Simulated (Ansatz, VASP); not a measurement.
# One calculation of Al3Ni5, two programs

```
CELL_PARAMETERS angstrom
3.29333 -3.47042 0.00000
3.29333 3.47042 0.00000
0.00000 0.00000 3.72035
ATOMIC_POSITIONS crystal
Al 0.50000 0.50000 0.00000
Al 0.77969 0.22031 0.50000
Al 0.22031 0.77969 0.50000
Ni 0.00000 0.00000 0.00000
Ni 0.00000 0.50000 0.00000
Ni 0.50000 0.00000 0.00000
Ni 0.27624 0.27624 0.50000
Ni 0.72376 0.72376 0.50000
```

Change from the starting cell: strain -0.0600 x Voigt [0, 1, 0, 0, 0, 0], atoms carried along.

Alike in both runs: task single point; functional PBEsol; k mesh 8 × 8 × 10; occupations gaussian, width 0.15 eV; no spin polarisation.

```csv
,VASP,Ansatz
version,VASP 6.6.1,Ansatz 0.2.0
potentials or method,"VASP PAW PBE potentials, release 64 (Al, Ni), cutoff 520 eV","scalar-relativistic, plane waves, PAW"
valence electrons in the cell,59,99
```

|  | VASP | Ansatz | Ansatz less VASP |
| --- | --- | --- | --- |
| gap on the k mesh at the Fermi level (eV) | none | none | - |
| pressure (GPa) | 13.6 | 13.5 | -0.13 |
| traceless stress, the component that is largest in VASP (GPa) | 5.18 | 5.27 | +0.090 |
| rms of the force components (eV/Å) | 0.040 | 0.038 | -0.0015 |

VASP's potentials were made for PBE, not for PBEsol. Atom by atom the forces differ by 0.004 eV/Å (rms over components). A gap of «none» marks a metal or a gap that the smearing closes. The functional is the same, so the differences come from potentials, cutoffs and numerics. VASP's potentials hold 59 valence electrons a cell and Ansatz's 99, so a difference there can come from the potentials and not from the codes.
